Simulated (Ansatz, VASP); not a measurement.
Al: VASP beside Ansatz

Contents of INCAR:

```
SYSTEM = Al
PREC = Accurate
ENCUT = 520
EDIFF = 1E-7
ISMEAR = 0
SIGMA = 0.15
LREAL = .FALSE.
LASPH = .TRUE.
NELM = 100
ALGO = Fast
ISIF = 2
LWAVE = .FALSE.
LCHARG = .TRUE.
GGA = PS
LELF = .TRUE.
LVHAR = .TRUE.
NBANDS = 8
```

KPOINTS

```
Automatic mesh
0
G
  20 20 20
  0 0 0
```

Contents of POSCAR:

```
Al
1.0
    0.0000000000      2.0239800000      2.0239800000
    2.0239800000      0.0000000000      2.0239800000
    2.0239800000      2.0239800000      0.0000000000
Al
1
Direct
    0.0000000000      0.0000000000      0.0000000000
```

Input for Ansatz:

```yaml
crystal:
  lattice:
    - [0.0, 2.02398, 2.02398]
    - [2.02398, 0.0, 2.02398]
    - [2.02398, 2.02398, 0.0]
  atoms:
    - { symbol: Al, position: [0.0, 0.0, 0.0] }
basis:
  ecutwfc: 420
kpoints:
  mp_grid: { grid: [20, 20, 20] }
hamiltonian:
  xc: pbesol
scf:
  occupations: { method: gaussian, width: 0.15 }
output:
  forces: true
  stress: true
  eigenvalues: true
```

Alike in both runs: task single point; functional PBEsol; k mesh 20 × 20 × 20; occupations gaussian, width 0.15 eV; no spin polarisation.

|  | VASP | Ansatz |
| --- | --- | --- |
| version | VASP 6.6.1 | Ansatz 0.2.0 |
| potentials or method | VASP PAW PBE potentials, release 64 (Al), cutoff 520 eV | scalar-relativistic, plane waves, PAW |
| valence electrons in the cell | 3 | 3 |

```tsv
	VASP	Ansatz	Ansatz less VASP
gap on the k mesh at the Fermi level (eV)	none	none	-
pressure (GPa)	-1.9	-1.9	-0.05
```

VASP's potentials were made for PBE, not for PBEsol. A gap of «none» marks a metal or a gap that the smearing closes.
